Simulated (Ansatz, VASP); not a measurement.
**PbS in VASP and in Ansatz**

```
CELL_PARAMETERS angstrom
3.00219 -3.00217 -0.00014
3.00219 3.00217 -0.00014
-1.10594 0.00000 11.16680
ATOMIC_POSITIONS crystal
Pb 0.22681 0.22681 0.37372
Pb 0.77319 0.77319 0.62628
S 0.72893 0.72893 0.38526
S 0.27107 0.27107 0.61474
```

Alike in both runs: functional PBE; k mesh 6 × 6 × 4; occupations gaussian, width 0.02 eV; no spin polarisation.

Ansatz relaxed the structure, and its values are those at the end. VASP's run is a single point on that final structure, the one shown.

```csv
,VASP,Ansatz
version,VASP 6.6.1,Ansatz 0.2.0
potentials or method,"VASP PAW PBE potentials, release 64 (Pb_d, S), cutoff 520 eV","scalar-relativistic, plane waves, PAW"
valence electrons in the cell,40,40
```

```tsv
	VASP	Ansatz	Ansatz less VASP
gap on the k mesh at the Fermi level (eV)	2.07	2.07	-0.002
least direct gap on the mesh (eV)	2.08	2.08	-0.001
rms of the force components (eV/Å)	0.005	0.003	-0.0025
```

Neither program's run includes spin-orbit coupling.
